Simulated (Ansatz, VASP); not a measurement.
SnO: VASP beside Ansatz

The input INCAR:

```
PREC = Accurate
ENCUT = 520
EDIFF = 1E-6
ISMEAR = 0
SIGMA = 0.15
LREAL = False
LASPH = True
NELM = 60
ALGO = Normal
ISIF = 2
LWAVE = False
LCHARG = False
NBANDS = 28
```

Contents of KPOINTS:

```
Automatic mesh
0
Gamma
  12 12 10
```

The input POSCAR:

```
SnO
1.0
    3.7568461013      0.0000000000      0.0000000000
    0.0000000000      3.7568461013      0.0000000000
    0.0000000000      0.0000000000      5.2419273651
Sn O
2 2
Direct
    0.0000000000      0.5000000000      0.2457459271
    0.5000000000      0.0000000000      0.7542540729
    0.0000000000      0.0000000000      0.0000000000
    0.5000000000      0.5000000000      0.0000000000
```

Input for Ansatz:

```yaml
crystal:
  lattice:
    - [3.7568461013, 0.0, 0.0]
    - [0.0, 3.7568461013, 0.0]
    - [0.0, 0.0, 5.2419273651]
  atoms:
    - { symbol: Sn, position: [0.0, 0.5, 0.2457459271] }
    - { symbol: Sn, position: [0.5, 0.0, 0.7542540729] }
    - { symbol: O, position: [0.0, 0.0, 0.0] }
    - { symbol: O, position: [0.5, 0.5, 0.0] }
basis:
  ecutwfc: 520.0
kpoints:
  mp_grid: { grid: [12, 12, 10] }
hamiltonian:
  xc: lda
scf:
  occupations: { method: gaussian, width: 0.15 }
output:
  forces: true
  stress: true
  eigenvalues: true
  write_density: true
  write_potential: true
  elf: true
  volumetric_format: npy
```

Alike in both runs: task single point; functional LDA; k mesh 12 × 12 × 10; occupations gaussian, width 0.15 eV; no spin polarisation.

|  | VASP | Ansatz |
| --- | --- | --- |
| version | VASP 6.6.1 | Ansatz 0.2.0 |
| potentials or method | VASP PAW LDA potentials, release 64 (Sn_d, O), cutoff 520 eV | scalar-relativistic, plane waves, PAW |
| valence electrons in the cell | 40 | 40 |

Ansatz gave:

| Property | Result |
| --- | --- |
| gap on the k mesh at the Fermi level (eV) | none |
| pressure (GPa) | -8.5 |
| traceless stress, the component that is largest in VASP (GPa) | -6.03 |
| rms of the force components (eV/Å) | 0.923 |

What did VASP give for the same quantities?

gap on the k mesh at the Fermi level (eV): none; pressure (GPa): -8.2; traceless stress, the component that is largest in VASP (GPa): -5.98; rms of the force components (eV/Å): 0.884.

LDA's correlation is that of Perdew and Zunger in VASP and of Perdew and Wang (1992) in Ansatz. Atom by atom the forces differ by 0.038 eV/Å (rms over components). A gap of «none» marks a metal or a gap that the smearing closes.
